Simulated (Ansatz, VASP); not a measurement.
HfSi in VASP and in Ansatz

```xyz
2
Lattice="3.2528 0.0000 0.0000 0.0000 3.2528 0.0000 0.0000 0.0000 3.2528" Properties=species:S:1:pos:R:3 pbc="T T T"
Hf    0.0000    0.0000    0.0000
Si    1.6264    1.6264    1.6264
```

Alike in both runs: task relaxation of cell and atoms; functional r2SCAN; k mesh 18 × 18 × 18; occupations gaussian, width 0.1 eV; no spin polarisation.

```csv
,VASP,Ansatz
version,VASP 6.6.1,Ansatz 0.2.0
potentials or method,"VASP PAW PBE potentials, release 64 (Hf_pv, Si), cutoff 600 eV","scalar-relativistic, plane waves, PAW"
valence electrons in the cell,14,30
```

Ansatz gave:

```
gap on the k mesh at the Fermi level, each at its own relaxed structure (eV) : none
relaxed volume (Å³/atom)                                                     : 17.51
relaxed length of the cell vector where the two differ most in proportion (Å)              : 3.272
```

**Question.** Which values does VASP return?

**Answer.** gap on the k mesh at the Fermi level, each at its own relaxed structure (eV): none; relaxed volume (Å³/atom): 17.47; relaxed length of the cell vector where the two differ most in proportion (Å): 3.269.

VASP's potentials were made for PBE, not for r2SCAN. A gap of «none» marks a metal or a gap that the smearing closes. VASP's potentials hold 14 valence electrons a cell and Ansatz's 30, so a difference there can come from the potentials and not from the codes.

Neither program's run includes spin-orbit coupling.
